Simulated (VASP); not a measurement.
A run of VASP 6.6.1 is set up as follows.

The input INCAR:

```
  PREC = Accurate
  ENCUT = 520
  EDIFF = 1E-6
  ISMEAR = 0
  SIGMA = 0.02
  LREAL = F
  LASPH = T
  NELM = 150
  ALGO = Normal
  ISIF = 2
  LWAVE = F
  LCHARG = F
  ISPIN = 2
  MAGMOM = 0 0 0 0 3 3
  LORBIT = 11
  NUPDOWN = 6.0
  LMAXMIX = 4
  LDAU = T
  LDAUTYPE = 2
  LDAUL = -1 2
  LDAUU = 0 3.9
  LDAUJ = 0 0
  LDAUPRINT = 1
  GGA = PE
  NBANDS = 40
```

The input KPOINTS:

```
regular mesh
0
Gamma
  5 5 6
```

File POSCAR:

```
MnF2
1.0
    4.8509000000      0.0000000000      0.0000000000
    0.0000000000      4.8509000000      0.0000000000
    0.0000000000      0.0000000000      3.3043000000
F Mn
4 2
Direct
    0.3046000000      0.3046000000      0.0000000000
    0.1954000000      0.8046000000      0.5000000000
    0.6954000000      0.6954000000      0.0000000000
    0.8046000000      0.1954000000      0.5000000000
    0.0000000000      0.0000000000      0.0000000000
    0.5000000000      0.5000000000      0.5000000000
```

Potentials or basis: VASP PAW PBE potentials, release 64 (F, Mn_pv).

Launch:

```console
$ cat potpaw_PBE.64/F/POTCAR potpaw_PBE.64/Mn_pv/POTCAR > POTCAR
$ mpirun -np 1 vasp_std > vasp.out
```

Question: Predict the largest force.

Answer: 0.334 eV/Å.

Question: Predict the pressure.

Answer: 3.1 GPa.

Forces on the atoms (eV/Å):
```
F   -0.236 -0.236  0.000
F    0.236 -0.236  0.000
F    0.236  0.236  0.000
F   -0.236  0.236  0.000
Mn   0.000  0.000  0.000
Mn   0.000  0.000  0.000
```

Caveat: the total moment is fixed, so each spin has its own Fermi level; only a ferromagnetic start was run, and an antiferromagnetic order may lie lower in energy. The state reached can hang on the start; a lower one may exist.
